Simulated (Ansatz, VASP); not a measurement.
## MnS in VASP and in Ansatz

```xyz
2
Lattice="0.0000 2.8234 2.8234 2.8234 0.0000 2.8234 2.8234 2.8234 0.0000" Properties=species:S:1:pos:R:3 pbc="T T T"
Mn    0.0000    0.0000    0.0000
S     1.4117    1.4117    1.4117
```

Alike in both runs: functional r2SCAN; k mesh 12 × 12 × 12; occupations gaussian, width 0.02 eV; collinear spin.

Ansatz relaxed the structure, and its values are those at the end. VASP's run is a single point on that final structure, the one shown.

|  | VASP | Ansatz |
| --- | --- | --- |
| version | VASP 6.6.1 | Ansatz 0.2.0 |
| potentials or method | VASP PAW PBE potentials, release 64 (Mn_pv, S), cutoff 520 eV | scalar-relativistic, plane waves, PAW |
| valence electrons in the cell | 19 | 21 |

```csv
,VASP,Ansatz,Ansatz less VASP
gap on the k mesh at the Fermi level (eV),0.73,0.73,+0.006
least direct gap on the mesh (eV),1.23,1.22,-0.012
pressure (GPa),0.1,0.0,-0.04
net moment per atom (μB),2.50,2.50,0.000
size of the moment on the site where the two differ most (μB),4.48,4.33,-0.148
```

VASP's potentials were made for PBE, not for r2SCAN. Site moments also hang on the region over which each program counts them. With one functional, cell and mesh, what is left measures potentials, basis and numerics. VASP's potentials hold 19 valence electrons a cell and Ansatz's 21, so a difference there can come from the potentials and not from the codes.
